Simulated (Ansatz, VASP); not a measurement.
Two plane-wave programs on Te2As

```xyz
6
Lattice="5.6059 0.0000 0.0000 -2.8029 4.8548 0.0000 0.0000 0.0000 6.3596" Properties=species:S:1:pos:R:3 pbc="T T T"
Te    0.0000    3.2366    4.6426
Te    2.8029    1.6183    4.6426
Te    2.8029    1.6183    1.7170
Te    0.0000    3.2366    1.7170
As    0.0000    0.0000    4.3874
As    0.0000    0.0000    1.9722
```

Alike in both runs: functional PBE; k mesh 3 × 3 × 3; occupations gaussian, width 0.2 eV; no spin polarisation.

Ansatz relaxed the structure, and its values are those at the end. VASP's run is a single point on that final structure, the one shown.

|  | VASP | Ansatz |
| --- | --- | --- |
| version | VASP 6.6.1 | Ansatz 0.2.0 |
| potentials or method | VASP PAW PBE potentials, release 64 (Te, As), cutoff 500 eV | scalar-relativistic, plane waves, PAW |
| valence electrons in the cell | 34 | 94 |

```csv
,VASP,Ansatz,Ansatz less VASP
gap on the k mesh at the Fermi level (eV),none,none,-
pressure (GPa),-0.1,-0.1,0.00
rms of the force components (eV/Å),0.017,0.012,-0.0054
```

A gap of «none» marks a metal or a gap that the smearing closes. VASP's potentials hold 34 valence electrons a cell and Ansatz's 94, so a difference there can come from the potentials and not from the codes.

The k mesh is coarse, so the values compare programs but aren't converged. Spin-orbit coupling is off throughout.
